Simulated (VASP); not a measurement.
Here is a VASP 6.6.1 calculation.

The input INCAR:

```
  PREC = Accurate
  ENCUT = 520
  EDIFF = 1E-6
  ISMEAR = -1
  SIGMA = 0.1
  LREAL = False
  LASPH = True
  NELM = 60
  ALGO = Normal
  ISIF = 2
  LWAVE = False
  LCHARG = False
  GGA = PS
  NBANDS = 16
```

Contents of KPOINTS:

```
Automatic mesh
0
Gamma
  16 16 12
```

The input POSCAR:

```
ZrB2
1.0
    3.1552029036      0.0000000000      0.0000000000
   -1.5776014518      2.7324858686      0.0000000000
    0.0000000000      0.0000000000      3.5063834979
Zr B
1 2
Direct
    0.0000000000      0.0000000000      0.0000000000
    0.3333333333      0.6666666667      0.5000000000
    0.6666666667      0.3333333333      0.5000000000
```

Potentials or basis: VASP PAW PBE potentials, release 64 (Zr_sv, B).

Command:

```sh
$ cat potpaw_PBE.64/Zr_sv/POTCAR potpaw_PBE.64/B/POTCAR > POTCAR
$ mpirun -np 1 vasp_std > vasp.out
```

Question: Estimate the pressure.

Answer: 0.3 GPa.

Question: Predict the band gap on the k mesh.

Answer: Zero (bands 9 and 10 overlap by 1.16 eV).

Caveat: the PAW data sets were made with another functional, which shifts forces and pressure a little.
